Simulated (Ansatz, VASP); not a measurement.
Two plane-wave programs on ZnO

Contents of INCAR:

```
SYSTEM = ZnO
PREC = Accurate
ENCUT = 520
EDIFF = 1E-6
ISMEAR = 0
SIGMA = 0.1
LREAL = .FALSE.
LASPH = .TRUE.
NELM = 150
ALGO = Normal
ISIF = 2
LWAVE = .FALSE.
LCHARG = .FALSE.
ISPIN = 2
MAGMOM = 0 1
LORBIT = 11
GGA = PE
NBANDS = 20
```

File KPOINTS:

```
Automatic mesh
0
G
  6 6 6
  0 0 0
```

POSCAR

```
ZnO
1.0
    2.7881406100      0.0000000000      0.0000000000
    0.0000000000      2.7881406100      0.0000000000
    0.0000000000      0.0000000000      3.1413051900
Zn O
1 1
Direct
    0.0000000000      0.0000000000      0.0000000000
    0.5000000000      0.5000000000      0.5000000000
```

Input for Ansatz:

```yaml
crystal:
  lattice:
    - [2.78814061, 0.0, 0.0]
    - [0.0, 2.78814061, 0.0]
    - [0.0, 0.0, 3.14130519]
  atoms:
    - { symbol: Zn, position: [0.0, 0.0, 0.0] }
    - { symbol: O, position: [0.5, 0.5, 0.5], spin: 1.0 }
basis:
  ecutwfc: 420
kpoints:
  mp_grid: { grid: [6, 6, 6] }
hamiltonian:
  xc: pbe
scf:
  occupations: { method: gaussian, width: 0.1 }
  lower_state_search: "off"
output:
  forces: true
  stress: true
  eigenvalues: true
  populations: true
magnetization:
  spin_polarized: true
```

Change from the starting cell: species swapped into the NbRu type (P4/mmm, No. 123).

Alike in both runs: task single point; functional PBE; k mesh 6 × 6 × 6; occupations gaussian, width 0.1 eV; collinear spin.

```csv
,VASP,Ansatz
version,VASP 6.6.1,Ansatz 0.2.0
potentials or method,"VASP PAW PBE potentials, release 64 (Zn, O), cutoff 520 eV","scalar-relativistic, plane waves, PAW"
valence electrons in the cell,18,18
```

|  | VASP | Ansatz | Ansatz less VASP |
| --- | --- | --- | --- |
| gap on the k mesh at the Fermi level (eV) | none | none | - |
| pressure (GPa) | -20.2 | -20.4 | -0.23 |
| traceless stress, the component that is largest in VASP (GPa) | -19.03 | -19.09 | -0.069 |
| net moment per atom (μB) | 0.00 | 0.00 | -0.001 |

A gap of «none» marks a metal or a gap that the smearing closes. Ansatz's warnings: seeded moment not kept.

The k mesh is coarse, so the values compare programs but aren't converged.
